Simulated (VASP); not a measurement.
## AlRu (zincblende type): relaxation of cell and atoms with PBE

AlRu (zincblende type):

```
CELL_PARAMETERS angstrom
0.00000 2.37979 2.37979
2.37979 0.00000 2.37979
2.37979 2.37979 0.00000
ATOMIC_POSITIONS crystal
Ru 0.00000 0.00000 0.00000
Al 0.25000 0.25000 0.25000
```

- Program: VASP 6.6.1
- Task: relaxation of cell and atoms
- Functional: PBE
- Potentials or basis: VASP PAW PBE potentials, release 64 (Ru_pv, Al)
- Cutoff: 600 eV
- k mesh: 12 × 12 × 12
- Occupations: fermi-dirac, width 0.05 eV
- Spin: no spin polarisation
- Target pressure: 60 GPa
- Dipole correction: no
- Further INCAR settings: ALGO = Normal; EDIFF = 1e-06; IBRION = 2; EDIFFG = -0.005; NSW = 60; ISIF = 3

The relaxed volume is 14.56 Å³/atom and the relaxed cell is a = 3.453 Å, b = 3.453 Å, c = 3.453 Å, α = 60.00°, β = 60.00°, γ = 60.00°. The space group after relaxing (to 0.1 Å) is F-43m (No. 216). The energy change on relaxing (the run minimises the enthalpy) is -483.9 meV/atom. The ionic steps are 16 and the pressure after relaxing is 60.0 GPa. The band gap on the k mesh is zero (an odd number of electrons rules out a gap without spin polarisation).

The path:
```
step  energy change (eV)  largest force (eV/Å)  pressure (GPa)  volume (Å³)
   1              0.0000                0.0000           85.10        26.96
   2             -2.4650                0.0000           15.95        36.06
   3             -1.0401                0.0000           58.09        29.31
   4             -0.9723                0.0000           59.86        29.13
   5             -0.9556                0.0000           60.31        29.08
   6             -0.9561                0.0000           60.25        29.08
   7             -0.9576                0.0000           60.26        29.09
   8             -0.9576                0.0000           60.25        29.09
   9             -0.9577                0.0000           60.24        29.09
  10             -0.9578                0.0000           60.24        29.09
  11             -0.9579                0.0000           60.23        29.09
  12             -0.9582                0.0000           60.21        29.09
  13             -0.9589                0.0000           60.18        29.09
  14             -0.9601                0.0000           60.19        29.09
  15             -0.9627                0.0000           60.12        29.10
  16             -0.9678                0.0000           60.00        29.11
```

Final structure:
```yaml
crystal:
  lattice:
    - [0.00000, 2.44166, 2.44166]
    - [2.44166, 0.00000, 2.44166]
    - [2.44166, 2.44166, 0.00000]
  atoms:
    - { symbol: Ru, position: [0.00000, 0.00000, 0.00000] }
    - { symbol: Al, position: [0.25000, 0.25000, 0.25000] }
```

Levels at points of the mesh, in eV from the Fermi level:
| k point | band 6 | band 7 | band 8 | band 9 | band 10 | band 11 | band 12 |
| --- | --- | --- | --- | --- | --- | --- | --- |
| (0.00, 0.00, 0.00) | -2.69 | -2.69 | -1.02 | -1.02 | 9.97 | 9.97 | 9.97 |
| (0.50, 0.00, 0.00) | -2.50 | -2.50 | -0.36 | -0.36 | 1.34 | 8.22 | 8.22 |
| (0.50, 0.50, 0.00) | -1.06 | -0.49 | -0.49 | 0.06 | 2.66 | 3.90 | 3.90 |

Run time: 2.9 min on 1 thread of Intel Xeon 8259CL, on a shared host, peak memory 0.19 GiB.

Caveat: the cell is relaxed towards a set pressure, so the run minimises the enthalpy, not the energy.
